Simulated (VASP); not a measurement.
# NiO (Fm-3m) in VASP: single point with PBEsol+U

Aim: the single point of NiO with PBEsol+U.

Program: VASP 6.6.1. These are calculated values, not measurements. Logs are shortened: lines on timing, memory, paths and dates and some standing lists are left out, and cuts for length are marked.

## Step 1: The cell of the first run

It takes space group Fm-3m (No. 225, cubic). Conventional cell: a = 4.183 Å, b = 4.183 Å, c = 4.183 Å, α = 90.00°, β = 90.00°, γ = 90.00°. Ni (site symmetry m-3m) has 6 O at 2.09 Å within 2.8 Å. O (site symmetry m-3m) has 6 Ni at 2.09 Å within 2.8 Å.

## Step 2: Single point, PBEsol+U, collinear spin, ferromagnetic start

Input file INCAR:

```
ALGO = Normal
EDIFF = 1E-6
ENCUT = 700
GGA = PS
GGA_COMPAT = False
ISIF = 2
ISMEAR = 0
ISPIN = 2
LASPH = True
LCHARG = False
LDAU = True
LDAUJ = 0.7 0
LDAUL = 2 -1
LDAUPRINT = 1
LDAUTYPE = 1
LDAUU = 3 0
LMAXMIX = 4
LORBIT = 11
LREAL = False
LWAVE = False
MAGMOM = 2 0
NBANDS = 23
NELM = 200
PREC = Accurate
SIGMA = 0.05
```

Input file KPOINTS:

```
k-points
0
Gamma
  8 8 8
```

Input file POSCAR:

```
NiO
1.0
    0.0000000000      2.0913095100      2.0913095100
    2.0913095100      0.0000000000      2.0913095100
    2.0913095100      2.0913095100      0.0000000000
Ni O
1 1
Direct
    0.0000000000      0.0000000000      0.0000000000
    0.5000000000      0.5000000000      0.5000000000
```

Potentials or basis: VASP PAW PBE potentials, release 64 (Ni_sv_GW, O).

The run is started by

```sh
$ cat potpaw_PBE.64/Ni_sv_GW/POTCAR potpaw_PBE.64/O/POTCAR > POTCAR
$ mpirun -np 1 vasp_std > vasp.out
```

OUTCAR:

```text
EDIFF = 1E-6
   ENCUT = 700
   GGA = PS
   ISIF = 2
   ISMEAR = 0
   ISPIN = 2
   LASPH = True
   LORBIT = 11
   LREAL = False
   NELM = 200
   PREC = Accurate

 ion  position               nearest neighbor table
   1  0.000  0.000  0.000-   2 2.09   2 2.09   2 2.09   2 2.09   2 2.09   2 2.09
   2  0.500  0.500  0.500-   1 2.09   1 2.09   1 2.09   1 2.09   1 2.09   1 2.09

  LATTYP: Found a face centered cubic cell.
 ALAT       =     4.1826190200

  Lattice vectors:

 A1 = (   0.0000000000,   2.0913095100,   2.0913095100)
 A2 = (   2.0913095100,   0.0000000000,   2.0913095100)
 A3 = (   2.0913095100,   2.0913095100,   0.0000000000)

Analysis of symmetry for initial positions (statically):
=====================================================================
 Subroutine PRICEL returns:
 Original cell was already a primitive cell.

 Routine SETGRP: Setting up the symmetry group for a
 face centered cubic supercell.

 Subroutine GETGRP returns: Found 48 space group operations
 (whereof 48 operations were pure point group operations)
 out of a pool of 48 trial point group operations.

The static configuration has the point symmetry O_h .

Analysis of symmetry for dynamics (positions and initial velocities):
=====================================================================
 Subroutine PRICEL returns:
 Original cell was already a primitive cell.

 Routine SETGRP: Setting up the symmetry group for a
 face centered cubic supercell.

 Subroutine GETGRP returns: Found 48 space group operations
 (whereof 48 operations were pure point group operations)
 out of a pool of 48 trial point group operations.

The dynamic configuration has the point symmetry O_h .

Analysis of structural, dynamic, and magnetic symmetry:
=====================================================================
 Subroutine PRICEL returns:
 Original cell was already a primitive cell.

 Routine SETGRP: Setting up the symmetry group for a
 face centered cubic supercell.

 Subroutine GETGRP returns: Found 48 space group operations
 (whereof 48 operations were pure point group operations)
 out of a pool of 48 trial point group operations.

The overall configuration has the point symmetry O_h .

 Subroutine INISYM returns: Found 48 space group operations
 (whereof 48 operations are pure point group operations),
 and found     1 'primitive' translations

----------------------------------------------------------------------------------------

                                     Primitive cell

  volume of cell :      18.2930

  direct lattice vectors                    reciprocal lattice vectors
     0.000000000  2.091309510  2.091309510    -0.239084649  0.239084649  0.239084649
     2.091309510  0.000000000  2.091309510     0.239084649 -0.239084649  0.239084649
     2.091309510  2.091309510  0.000000000     0.239084649  0.239084649 -0.239084649

  length of vectors
     2.957558272  2.957558272  2.957558272     0.414106759  0.414106759  0.414106759

  position of ions in fractional coordinates (direct lattice)
     0.000000000  0.000000000  0.000000000
     0.500000000  0.500000000  0.500000000

  ion indices of the primitive-cell ions
   primitive index   ion index
                 1           1
                 2           2

----------------------------------------------------------------------------------------

 KPOINTS: k-points

[... 67 lines left out ...]
   EDIFF  = 0.1E-05   stopping-criterion for ELM
   LREAL  =      F    real-space projection
   EDIFFG = 0.1E-04   stopping-criterion for IOM
   NSW    =      0    number of steps for IOM
   IBRION =     -1    ionic relax: 0-MD 1-quasi-New 2-CG
   NFREE  =      0    steps in history (QN), initial steepest desc. (CG)
   ISIF   =      2    stress and relaxation
   ISYM   =      2    0-nonsym 1-usesym 2-fastsym
   POTIM  = 0.5000    time-step for ionic-motion
   TEBEG  =    0.0;   TEEND  =   0.0 temperature during run
   PSTRESS=    0.0 pullay stress
   NELECT =      24.0000    total number of electrons
   NUPDOWN=      -1.0000    fix difference up-down
   EMIN   =  10.00;   EMAX   =-10.00  energy-range for DOS
   EFERMI =   0.00;   METHOD = LEGACY
   ISMEAR =     0;   SIGMA  =   0.05  broadening in eV -4-tet -1-fermi 0-gaus
   EFERMI_NEDOS =   21; number of points for ismear=-14 and -15
   IALGO  =     38    algorithm
   IMIX   =      4    mixing-type and parameters
     AMIX     =   0.40;   BMIX     =  1.00
     AMIX_MAG =   1.60;   BMIX_MAG =  1.00
  volume/ion in A,a.u.               =       9.15        61.72
  Fermi-wavevector in a.u.,A,eV,Ry     =   1.792188  3.386745 43.701074  3.211938
  Thomas-Fermi vector in A             =   2.854603
   LORBIT       =     11    0 simple, 1 ext, 2 COOP (PROOUT), +10 PAW based schemes
 LDA+U is selected, type is set to LDAUTYPE =  1
   angular momentum for each species LDAUL =     2   -1
   U (eV)           for each species LDAUU =   3.0  0.0
   J (eV)           for each species LDAUJ =   0.7  0.0
   GGA     = PS    functional components
   LHFCALC =     F    Hartree Fock is set to
   AEXX    =    0.0000 exact exchange contribution
   IVDW    =     0    specifies the selected vdW correction
   LEPSILON=     F    determine dielectric tensor
   LRPA    =     F    only Hartree local field effects (RPA)
 spin polarized calculation
 Gauss-broadening in eV      SIGMA  =   0.05
  energy-cutoff  :      700.00
  volume of cell :       18.29
 maximum number of plane-waves:       783
 NGX is ok and might be reduce to    28
   NGX = 13   NGY = 13   NGZ = 13

atom =   1  type =  1  l = 2

 onsite density matrix

spin component  1

  0.9282 -0.0000 -0.0000 -0.0000  0.0000
 -0.0000  0.9282  0.0000  0.0000 -0.0000
 -0.0000  0.0000  0.9647 -0.0000 -0.0000
 -0.0000  0.0000 -0.0000  0.9282 -0.0000
  0.0000 -0.0000 -0.0000 -0.0000  0.9647

spin component  2

  0.9202 -0.0000 -0.0000  0.0000 -0.0000
 -0.0000  0.9202 -0.0000  0.0000  0.0000
 -0.0000 -0.0000  0.1405  0.0000  0.0000
  0.0000  0.0000  0.0000  0.9202  0.0000
 -0.0000  0.0000  0.0000  0.0000  0.1405

 occupancies and eigenvectors

  o =  0.1405  v =  0.0000  0.0000  0.0000  0.0000  0.0000  0.0000 -0.0000 -0.3747 -0.0000  0.9271      0.0000  0.0000  0.0000  0.0000  0.0000  0.0000  0.0000  0.0000  0.0000  0.0000
  o =  0.1405  v =  0.0000  0.0000  0.0000  0.0000  0.0000  0.0000  0.0000 -0.9271 -0.0000 -0.3747      0.0000  0.0000  0.0000  0.0000  0.0000  0.0000  0.0000  0.0000  0.0000  0.0000
  o =  0.9202  v =  0.0000  0.0000  0.0000  0.0000  0.0000  0.0000 -0.2360 -0.0000 -0.9718  0.0000      0.0000  0.0000  0.0000  0.0000  0.0000  0.0000  0.0000  0.0000  0.0000  0.0000
  o =  0.9202  v =  0.0000  0.0000  0.0000  0.0000  0.0000  1.0000  0.0000  0.0000  0.0000  0.0000      0.0000  0.0000  0.0000  0.0000  0.0000  0.0000  0.0000  0.0000  0.0000  0.0000
  o =  0.9202  v =  0.0000  0.0000  0.0000  0.0000  0.0000  0.0000  0.9718  0.0000 -0.2360  0.0000      0.0000  0.0000  0.0000  0.0000  0.0000  0.0000  0.0000  0.0000  0.0000  0.0000
  o =  0.9282  v =  0.0000  0.8737 -0.0000  0.4864 -0.0000  0.0000  0.0000  0.0000  0.0000  0.0000      0.0000  0.0000  0.0000  0.0000  0.0000  0.0000  0.0000  0.0000  0.0000  0.0000
  o =  0.9282  v =  1.0000  0.0000  0.0000  0.0000  0.0000  0.0000  0.0000  0.0000  0.0000  0.0000      0.0000  0.0000  0.0000  0.0000  0.0000  0.0000  0.0000  0.0000  0.0000  0.0000
  o =  0.9282  v =  0.0000  0.4864  0.0000 -0.8737 -0.0000  0.0000  0.0000  0.0000  0.0000  0.0000      0.0000  0.0000  0.0000  0.0000  0.0000  0.0000  0.0000  0.0000  0.0000  0.0000
  o =  0.9647  v =  0.0000  0.0000 -0.1782 -0.0000  0.9840  0.0000  0.0000  0.0000  0.0000  0.0000      0.0000  0.0000  0.0000  0.0000  0.0000  0.0000  0.0000  0.0000  0.0000  0.0000
  o =  0.9647  v =  0.0000 -0.0000  0.9840  0.0000  0.1782  0.0000  0.0000  0.0000  0.0000  0.0000      0.0000  0.0000  0.0000  0.0000  0.0000  0.0000  0.0000  0.0000  0.0000  0.0000

 number of electron      24.0000000 magnetization       1.9998448

 Free energy of the ion-electron system (eV)
  ---------------------------------------------------
  ext. energy  EPLUGINS =         0.00000000
  ---------------------------------------------------
  free energy    TOTEN  =       -12.55452107 eV

  energy without entropy =      -12.55452107  energy(sigma->0) =      -12.55452107

 E-fermi :   6.6874     XC(G=0): -13.2786

 val. band max:        6.4677207478   @ k =   0.5000   0.0000   0.0000
 cond. band min:       7.1827011635   @ k =   0.0000   0.0000   0.0000
 fundamental gap:      0.7149804157
 Fermi energy:         6.6873729209

 spin component 1

 k-point     1 :       0.0000    0.0000    0.0000
  band No.  band energies     occupation
      1     -97.6394      1.00000
      2     -58.1531      1.00000
      3     -58.1531      1.00000
      4     -58.1531      1.00000
      5     -13.2863      1.00000
      6       1.9922      1.00000
[... 1241 lines left out ...]
     22      37.5057      0.00000
     23      38.3005      0.00000

 [... further k-points ...]

------------------------ aborting loop because EDIFF is reached ----------------------------------------

  FORCE on cell =-STRESS in cart. coord.  units (eV):
  Direction    XX          YY          ZZ          XY          YZ          ZX
  --------------------------------------------------------------------------------------
  -------------------------------------------------------------------------------------
  Total       -0.2543421     -0.2543421     -0.2543421      0.0000000     -0.0000000     -0.0000000
  in kB      -22.2763459    -22.2763459    -22.2763459      0.0000000     -0.0000000     -0.0000000
  external PRESSURE =     -22.2763459 kB  Pullay stress =       0.0000000 kB

 VOLUME and BASIS-vectors are now :
 -----------------------------------------------------------------------------
  energy-cutoff  :      700.00
  volume of cell :       18.29
      direct lattice vectors                 reciprocal lattice vectors
     0.000000000  2.091309510  2.091309510    -0.239084649  0.239084649  0.239084649
     2.091309510  0.000000000  2.091309510     0.239084649 -0.239084649  0.239084649
     2.091309510  2.091309510  0.000000000     0.239084649  0.239084649 -0.239084649

 POSITION                                       TOTAL-FORCE (eV/Angst)
 -----------------------------------------------------------------------------------
      0.00000      0.00000      0.00000        -0.000000      0.000000     -0.000000
      2.09131      2.09131      2.09131         0.000000     -0.000000      0.000000
 -----------------------------------------------------------------------------------
    total drift:                               -0.000000      0.000000      0.000000

  FREE ENERGIE OF THE ION-ELECTRON SYSTEM (eV)
  ---------------------------------------------------
  free  energy   TOTEN  =       -12.5545210673 eV

  energy  without entropy=      -12.5545210673  energy(sigma->0) =      -12.55452107

 total charge

# of ion       s       p       d       f       tot
--------------------------------------------------
    1        2.159   6.226   7.729   0.010  16.124
    2        1.540   3.448   0.000   0.000   4.988
--------------------------------------------------
tot          3.699   9.674   7.729   0.010  21.112

 magnetization (x)

# of ion       s       p       d       f       tot
--------------------------------------------------
    1        0.009   0.013   1.671   0.001   1.693
    2        0.027   0.231   0.000   0.000   0.258
--------------------------------------------------
tot          0.036   0.243   1.671   0.001   1.951
```

It took 40 s on 1 thread of AMD EPYC 9R45 (Zen 5), shared host; peak memory 0.17 GiB.

Results:

| Quantity | Value |
| --- | --- |
| Free energy | -12.5545 eV |
| Pressure | -2.2 GPa |
| Band gap on the k mesh | 0.71 eV (least direct gap 1.71 eV) |
| Net moment | 2.00 μB per cell |
| Site moments | Ni +1.69; O +0.26 μB |
| Valence electrons inside the program's atomic spheres | Ni 16.12; O 4.99 |

Levels at points of the mesh, in eV from the valence-band top:
Spin up:
```
           k point  band 10  band 11  band 12  band 13  band 14  band 15  band 16  band 17
(0.00, 0.00, 0.00)    -3.27    -2.41    -2.41    -2.41     1.74    17.80    18.72    18.72
(0.50, 0.00, 0.00)    -2.69    -1.92     0.00     0.00     5.71    10.23    14.04    14.04
(0.50, 0.50, 0.00)    -3.78    -3.53    -2.32    -2.32     6.16    10.85    12.03    16.73
```
Spin down:
| k point | band 8 | band 9 | band 10 | band 11 | band 12 | band 13 | band 14 | band 15 |
| --- | --- | --- | --- | --- | --- | --- | --- | --- |
| (0.00, 0.00, 0.00) | -2.58 | -1.91 | -1.91 | -1.91 | 0.71 | 0.72 | 2.14 | 17.77 |
| (0.50, 0.00, 0.00) | -4.19 | -1.54 | -1.54 | -1.17 | 3.40 | 3.40 | 5.92 | 10.79 |
| (0.50, 0.50, 0.00) | -3.32 | -3.32 | -1.55 | -1.55 | 1.18 | 1.71 | 6.70 | 11.24 |

Eigenvalues of the final occupation matrices:
```csv
site,spin,trace,eigenvalues
site 1 d,1,4.71,0.93 0.93 0.93 0.96 0.96
site 1 d,2,3.04,0.14 0.14 0.92 0.92 0.92
```

Caveat: the PAW data sets were made with another functional, which shifts forces and pressure a little; a cell with one magnetic atom can't hold antiferromagnetic order, which such compounds often take.
